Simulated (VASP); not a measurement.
# Bi: single point with PBE

Bi:

```xyz
2
Lattice="2.2675 1.3091 3.9380 -2.2675 1.3091 3.9380 0.0000 -2.6183 3.9380" Properties=species:S:1:pos:R:3 pbc="T T T"
Bi    0.0000    0.0000    2.7645
Bi    0.0000    0.0000    9.0495
```

```json
{"Program": "VASP 6.6.1", "Task": "single point", "Functional": "PBE", "Potentials or basis": "VASP PAW PBE potentials, release 64 (Bi_d)", "Cutoff": "520 eV", "k mesh": "8 × 8 × 8", "Occupations": "fermi-dirac, width 0.05 eV", "Spin": "no spin polarisation"}
```

```
Pressure               : 2.1 GPa
Largest force          : 0.188 eV/Å
Band gap on the k mesh : zero (bands 15 and 16 overlap by 0.20 eV)
```

Forces on the atoms (eV/Å):
```
Bi   0.000  0.000  0.188
Bi   0.000  0.000 -0.188
```

Levels at points of the mesh, in eV from the Fermi level:
```csv
k point,band 11,band 12,band 13,band 14,band 15,band 16,band 17,band 18,band 19,band 20
"(0.00, 0.00, 0.00)",-13.12,-7.44,-1.48,-1.22,-1.22,2.50,2.97,2.97,5.66,5.78
"(0.50, 0.00, 0.00)",-11.19,-10.54,-1.33,-1.19,-0.26,-0.26,0.53,1.03,7.52,8.49
"(0.50, 0.50, 0.00)",-11.28,-9.46,-4.71,-3.03,-2.92,2.35,4.97,5.45,6.82,9.43
"(0.50, 0.50, 0.50)",-11.88,-9.92,-0.94,-0.62,-0.62,0.68,0.68,0.75,7.02,9.09
```

Wall time 34 s on 1 thread of Intel(R) Xeon(R) 6975P-C (Granite Rapids), with other jobs on the host, peak memory 0.24 GiB.

Caveat: spin-orbit coupling is left out, which moves the levels of the heavy elements.
